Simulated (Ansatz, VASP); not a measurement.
**Zn6Bi: VASP beside Ansatz**

```
CELL_PARAMETERS angstrom
5.97022 0.00000 0.00000
0.00000 5.97022 0.00000
0.00000 0.00000 5.97022
ATOMIC_POSITIONS crystal
Zn 0.19422 0.50000 0.50000
Zn 0.50000 0.19422 0.50000
Zn 0.80578 0.50000 0.50000
Zn 0.50000 0.80578 0.50000
Zn 0.50000 0.50000 0.19422
Zn 0.50000 0.50000 0.80578
Bi 0.00000 0.00000 0.00000
```

Alike in both runs: task single point; functional PBE; k mesh 4 × 4 × 4; occupations gaussian, width 0.2 eV; no spin polarisation.

```csv
,VASP,Ansatz
version,VASP 6.6.1,Ansatz 0.2.0
potentials or method,"VASP PAW PBE potentials, release 64 (Zn, Bi_d), cutoff 520 eV","scalar-relativistic, plane waves, PAW"
valence electrons in the cell,87,87
```

|  | VASP | Ansatz | Ansatz less VASP |
| --- | --- | --- | --- |
| gap on the k mesh at the Fermi level (eV) | none | none | - |
| pressure (GPa) | 0.0 | -0.1 | -0.17 |
| rms of the force components (eV/Å) | 0.071 | 0.071 | -0.0008 |

Atom by atom the forces differ by 0.001 eV/Å (rms over components). A gap of «none» marks a metal or a gap that the smearing closes. The functional is the same, so the differences come from potentials, cutoffs and numerics.

Neither program's run includes spin-orbit coupling.
